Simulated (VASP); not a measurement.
Here is a VASP 6.6.1 calculation.

INCAR

```
PREC = Accurate
ENCUT = 600
EDIFF = 1E-6
ISMEAR = 0
SIGMA = 0.1
LREAL = F
LASPH = T
NELM = 100
ALGO = Normal
ISIF = 3
LWAVE = F
LCHARG = F
GGA = PE
IBRION = 2
NSW = 90
EDIFFG = -0.04
```

KPOINTS

```
Automatic mesh
0
Gamma
  6 6 4
```

Contents of POSCAR:

```
Si4GePt
1.0
    4.7994727500      0.0000000000      0.0000000000
   -2.3997363800      4.1564653300      0.0000000000
    0.0000000000      0.0000000000      4.9956313700
Si Ge Pt
4 1 1
Direct
    0.3333333300      0.6666666700      0.2100758400
    0.3333333300      0.6666666700      0.7899241600
    0.6666666700      0.3333333300      0.7899241600
    0.6666666700      0.3333333300      0.2100758400
    0.0000000000      0.0000000000      0.0000000000
    0.0000000000      0.0000000000      0.5000000000
```

Potentials or basis: VASP PAW PBE potentials, release 64 (Si, Ge_d, Pt).

Command:

```bash
$ cat potpaw_PBE.64/Si/POTCAR potpaw_PBE.64/Ge_d/POTCAR potpaw_PBE.64/Pt/POTCAR > POTCAR
$ mpirun -np 1 vasp_std > vasp.out
```

(1) Estimate the relaxed volume.

(2) Estimate the space group after relaxing (to 0.1 Å).

Results:

(1) 16.24 Å³/atom.

(2) P6/mmm (No. 191).

Caveat: the highest band is partly filled, so the run has too few bands; a cell axis changed by over 15 % at a fixed basis, so the end point is rough.
